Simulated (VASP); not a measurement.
# AlNi (P4/mmm) in VASP: single point with PBE

Aim: the single point of AlNi with PBE.

Program: VASP 6.6.1. These are calculated values, not measurements. Logs are shortened: lines on timing, memory, paths and dates and some standing lists are left out, and cuts for length are marked.

## Step 1: The cell of the first run

It takes space group P4/mmm (No. 123, tetragonal). The conventional cell has a = 2.962 Å, b = 2.962 Å, c = 2.725 Å, α = 90.00°, β = 90.00°, γ = 90.00°. Al (site symmetry 4/mmm) has 8 Ni at 2.50 Å and 6 Al at 2.73 to 2.96 Å within 3.3 Å. Within 3.3 Å of Ni (site symmetry 4/mmm) lie 8 Al at 2.50 Å and 6 Ni at 2.73 to 2.96 Å.

## Step 2: Single point, PBE

Contents of INCAR:

```
ALGO     = Fast           # electronic algorithm
EDIFF    = 1E-7           # SCF threshold, eV
ENCUT    = 520            # plane-wave cutoff, eV
GGA      = PE             # functional
ISIF     = 2              # what is computed and relaxed
ISMEAR   = 0              # smearing method
LASPH    = True           # aspherical terms in the spheres
LCHARG   = False          # write CHGCAR
LREAL    = False          # projectors in reciprocal space
LWAVE    = False          # write WAVECAR
NBANDS   = 14             # bands
NELM     = 80             # most SCF steps
PREC     = Accurate       # precision mode
SIGMA    = 0.15           # smearing width, eV
```

Contents of KPOINTS:

```
k-points
0
Gamma
  18 18 18
```

Contents of POSCAR:

```
AlNi
1.0
    2.9621973051      0.0000000000      0.0000000000
    0.0000000000      2.9621973051      0.0000000000
    0.0000000000      0.0000000000      2.7252215207
Al Ni
1 1
Direct
    0.0000000000      0.0000000000      0.0000000000
    0.5000000000      0.5000000000      0.5000000000
```

Potentials or basis: VASP PAW PBE potentials, release 64 (Al, Ni).

Run with:

```
$ cat potpaw_PBE.64/Al/POTCAR potpaw_PBE.64/Ni/POTCAR > POTCAR
$ mpirun -np 1 vasp_std > vasp.out
```

OUTCAR:

```text
EDIFF = 1E-7
   ENCUT = 520
   GGA = PE
   ISIF = 2
   ISMEAR = 0
   LASPH = True
   LREAL = False
   NELM = 80
   PREC = Accurate

 ion  position               nearest neighbor table
   1  0.000  0.000  0.000-   2 2.50   2 2.50   2 2.50   2 2.50   2 2.50   2 2.50   2 2.50   2 2.50

   2  0.500  0.500  0.500-   1 2.50   1 2.50   1 2.50   1 2.50   1 2.50   1 2.50   1 2.50   1 2.50

  LATTYP: Found a simple tetragonal cell.
 ALAT       =     2.9621973051
 C/A-ratio  =     0.9200000000

  Lattice vectors:

 A1 = (   2.9621973051,   0.0000000000,   0.0000000000)
 A2 = (   0.0000000000,   2.9621973051,   0.0000000000)
 A3 = (   0.0000000000,   0.0000000000,   2.7252215207)

Analysis of symmetry for initial positions (statically):
=====================================================================
 Subroutine PRICEL returns:
 Original cell was already a primitive cell.

 Routine SETGRP: Setting up the symmetry group for a
 simple tetragonal supercell.

 Subroutine GETGRP returns: Found 16 space group operations
 (whereof 16 operations were pure point group operations)
 out of a pool of 16 trial point group operations.

The static configuration has the point symmetry D_4h.

Analysis of symmetry for dynamics (positions and initial velocities):
=====================================================================
 Subroutine PRICEL returns:
 Original cell was already a primitive cell.

 Routine SETGRP: Setting up the symmetry group for a
 simple tetragonal supercell.

 Subroutine GETGRP returns: Found 16 space group operations
 (whereof 16 operations were pure point group operations)
 out of a pool of 16 trial point group operations.

The dynamic configuration has the point symmetry D_4h.

 Subroutine INISYM returns: Found 16 space group operations
 (whereof 16 operations are pure point group operations),
 and found     1 'primitive' translations

----------------------------------------------------------------------------------------

                                     Primitive cell

  volume of cell :      23.9128

  direct lattice vectors                    reciprocal lattice vectors
     2.962197305  0.000000000  0.000000000     0.337587236  0.000000000  0.000000000
     0.000000000  2.962197305  0.000000000     0.000000000  0.337587236  0.000000000
     0.000000000  0.000000000  2.725221521     0.000000000  0.000000000  0.366942648

  length of vectors
     2.962197305  2.962197305  2.725221521     0.337587236  0.337587236  0.366942648

  position of ions in fractional coordinates (direct lattice)
[... 85 lines left out ...]
   ISIF   =      2    stress and relaxation
   ISYM   =      2    0-nonsym 1-usesym 2-fastsym
   POTIM  = 0.5000    time-step for ionic-motion
   TEBEG  =    0.0;   TEEND  =   0.0 temperature during run
   PSTRESS=    0.0 pullay stress
   NELECT =      13.0000    total number of electrons
   NUPDOWN=      -1.0000    fix difference up-down
   EMIN   =  10.00;   EMAX   =-10.00  energy-range for DOS
   EFERMI =   0.00;   METHOD = LEGACY
   ISMEAR =     0;   SIGMA  =   0.15  broadening in eV -4-tet -1-fermi 0-gaus
   EFERMI_NEDOS =   21; number of points for ismear=-14 and -15
   IALGO  =     68    algorithm
   IMIX   =      4    mixing-type and parameters
     AMIX     =   0.40;   BMIX     =  1.00
     AMIX_MAG =   1.60;   BMIX_MAG =  1.00
  volume/ion in A,a.u.               =      11.96        80.69
  Fermi-wavevector in a.u.,A,eV,Ry     =   1.336122  2.524904 24.289410  1.785221
  Thomas-Fermi vector in A             =   2.464773
   LORBIT       =      0    0 simple, 1 ext, 2 COOP (PROOUT), +10 PAW based schemes
   GGA     = PE    functional components
   LHFCALC =     F    Hartree Fock is set to
   AEXX    =    0.0000 exact exchange contribution
   IVDW    =     0    specifies the selected vdW correction
   LEPSILON=     F    determine dielectric tensor
   LRPA    =     F    only Hartree local field effects (RPA)
 non-spin polarized calculation
 RMM-DIIS sequential band-by-band and
 Gauss-broadening in eV      SIGMA  =   0.15
  energy-cutoff  :      520.00
  volume of cell :       23.91
 maximum number of plane-waves:       666
 NGX is ok and might be reduce to    24
   NGX = 11   NGY = 11   NGZ = 11

 number of electron      12.9999999 magnetization

 Free energy of the ion-electron system (eV)
  ---------------------------------------------------
  ext. energy  EPLUGINS =         0.00000000
  ---------------------------------------------------
  free energy    TOTEN  =       -10.51001961 eV

  energy without entropy =      -10.50025905  energy(sigma->0) =      -10.50513933

 E-fermi :  10.0335     XC(G=0): -12.0478

 val. band max:       10.0318611024   @ k =   0.2778   0.2222   0.4444
 cond. band min:      10.0385199762   @ k =   0.0556   0.0000   0.3889
 fundamental gap:      0.0066588738
 Fermi energy:        10.0334962075

 k-point     1 :       0.0000    0.0000    0.0000
  band No.  band energies     occupation
      1      -1.1176      2.00000
      2       6.7623      2.00000
      3       6.7984      2.00000
      4       8.3346      2.00000
      5       8.5749      2.00000
      6       8.5749      2.00000
      7      14.5549      0.00000
      8      14.5549      0.00000
      9      17.6371      0.00000
     10      17.7968      0.00000
     11      18.1471      0.00000
     12      24.1270      0.00000
     13      29.6890      0.00000
     14      31.7500      0.00000
[... 377 lines left out ...]
      1       0.9684      2.00000
      2       5.5303      2.00000
      3       7.0863      2.00000
      4       7.6858      2.00000
      5       8.2095      2.00000
      6       8.5669      2.00000
      7       9.6761      1.99925
      8      14.9247      0.00000
      9      19.0206      0.00000
     10      20.0301      0.00000
     11      21.6447      0.00000
     12      23.7728      0.00000
     13      25.3529      0.00000
     14      27.8406      0.00000

 [... further k-points ...]
[... 5 lines left out ...]
  --------------------------------------------------------------------------------------
  -------------------------------------------------------------------------------------
  Total       -0.0323813     -0.0323813      1.2037854      0.0000000      0.0000000      0.0000000
  in kB       -2.1695788     -2.1695788     80.6547362      0.0000000      0.0000000      0.0000000
  external PRESSURE =      25.4385262 kB  Pullay stress =       0.0000000 kB

 VOLUME and BASIS-vectors are now :
 -----------------------------------------------------------------------------
  energy-cutoff  :      520.00
  volume of cell :       23.91
      direct lattice vectors                 reciprocal lattice vectors
     2.962197305  0.000000000  0.000000000     0.337587236  0.000000000  0.000000000
     0.000000000  2.962197305  0.000000000     0.000000000  0.337587236  0.000000000
     0.000000000  0.000000000  2.725221521     0.000000000  0.000000000  0.366942648

 POSITION                                       TOTAL-FORCE (eV/Angst)
 -----------------------------------------------------------------------------------
      0.00000      0.00000      0.00000         0.000000      0.000000      0.000000
      1.48110      1.48110      1.36261         0.000000      0.000000      0.000000
 -----------------------------------------------------------------------------------
    total drift:                                0.000000     -0.000000     -0.000000

  FREE ENERGIE OF THE ION-ELECTRON SYSTEM (eV)
  ---------------------------------------------------
  free  energy   TOTEN  =       -10.5100196080 eV

  energy  without entropy=      -10.5002590474  energy(sigma->0) =      -10.50513933
```

It took 75 s on 1 thread of AMD EPYC 9R45 (Zen 5), shared host; peak memory 0.26 GiB.

What came out:

```yaml
Free_energy: -10.5100 eV
Pressure: 2.5 GPa
```

Levels at points of the mesh, in eV from the Fermi level:
```csv
k point,band 5,band 6,band 7,band 8,band 9,band 10
"(0.00, 0.00, 0.00)",-1.46,-1.46,4.52,4.52,7.60,7.76
"(0.50, 0.00, 0.00)",-1.95,-1.39,-0.86,8.07,8.99,9.79
"(0.50, 0.50, 0.00)",-1.84,-1.84,-1.14,0.95,1.97,13.77
"(0.00, 0.00, 0.50)",-2.41,-1.56,-0.25,8.33,9.34,9.34
"(0.50, 0.00, 0.50)",-2.25,-2.14,-1.00,1.81,2.70,11.66
"(0.50, 0.50, 0.50)",-0.90,1.98,1.98,2.14,3.72,3.84
```

 Spin polarisation is off, so any magnetic state and its effect on volume and gap are missing.
